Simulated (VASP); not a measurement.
A run of VASP 6.6.1 is set up as follows.

Contents of INCAR:

```
SYSTEM = AlC18
PREC     = Accurate       ! precision mode
ENCUT    = 520            ! plane-wave cutoff, eV
EDIFF    = 1E-7           ! SCF threshold, eV
ISMEAR   = 0              ! smearing method
SIGMA    = 0.05           ! smearing width, eV
LREAL    = Auto         
LASPH    = .TRUE.         ! aspherical terms in the spheres
NELM     = 150            ! most SCF steps
ALGO     = Normal         ! electronic algorithm
ISIF     = 2              ! what is computed and relaxed
LWAVE    = .FALSE.        ! write WAVECAR
LCHARG   = .FALSE.        ! write CHGCAR
ISPIN    = 2              ! spin polarisation
MAGMOM   = 0 0 0 0 0 0 0 0 0 0 0 0 0 0 0 0 0 0 0 ! initial moments
LORBIT   = 11             ! projections on sites
GGA      = PE             ! functional
IVDW     = 12             ! dispersion correction
NBANDS   = 56             ! bands
```

KPOINTS

```
regular mesh
0
G
  2 2 1
  0 0 0
```

Contents of POSCAR:

```
AlC18
1.0
    7.3980000000      0.0000000000      0.0000000000
   -3.6990000000      6.4068560000      0.0000000000
    0.0000000000      0.0000000000     11.0000000000
C Al
18 1
Direct
    0.0003627625     -0.0012839371      0.0894990909
    0.2239423954      0.1111843313      0.0871035455
    0.0016348766      0.3323670768      0.0896777273
    0.2238629164      0.4436093148      0.0896932727
    0.0009765573      0.6647814466      0.0904153636
    0.2236313020      0.7754450857      0.0894803636
    0.3360995080     -0.0009672451      0.0870751818
    0.5588394049      0.1108888666      0.0886379091
    0.3358022840      0.3339197884      0.0886505455
    0.5575110266      0.4437035888      0.0893014545
    0.3354124842      0.6652404861      0.0899080000
    0.5572836074      0.7767188774      0.0896688182
    0.6685271694     -0.0010543393      0.0896877273
    0.8901600941      0.1104942892      0.0899191818
    0.6686197449      0.3325982354      0.0893029091
    0.8904579365      0.4430321206      0.0902091818
    0.6679483852      0.6655423503      0.0902050000
    0.8896969185      0.7760664513      0.0904157273
    0.2241758526     -0.0012662997      0.2876945455
```

Potentials or basis: VASP PAW PBE potentials, release 64 (C, Al).

The run is started by

```console
$ cat potpaw_PBE.64/C/POTCAR potpaw_PBE.64/Al/POTCAR > POTCAR
$ mpirun -np 1 vasp_std > vasp.out
```

Task: What does it give for the dispersion energy per atom?

Result: -0.097 eV.

Task: What does it give for the largest force?

Result: 0.132 eV/Å.

Task: What does it give for the net moment?

Result: 0.00 μB per cell.

Forces in eV/Å, atoms in the order of the input:
```
C    0.002  0.004  0.004
C    0.004  0.008  0.002
C    0.005 -0.001  0.000
C    0.000  0.012  0.000
C    0.005  0.001  0.002
C   -0.001  0.011  0.003
C    0.005  0.007  0.008
C    0.003  0.001 -0.005
C   -0.001  0.015 -0.003
C    0.001  0.008 -0.002
C    0.011  0.005  0.003
C   -0.001  0.006  0.000
C    0.010  0.006 -0.003
C    0.009  0.003  0.001
C    0.002  0.005 -0.002
C    0.002  0.009 -0.002
C    0.002  0.008  0.002
C    0.009  0.005  0.002
Al  -0.066 -0.114 -0.008
```

Caveat: the k points lie up to 0.49 Å⁻¹ apart.
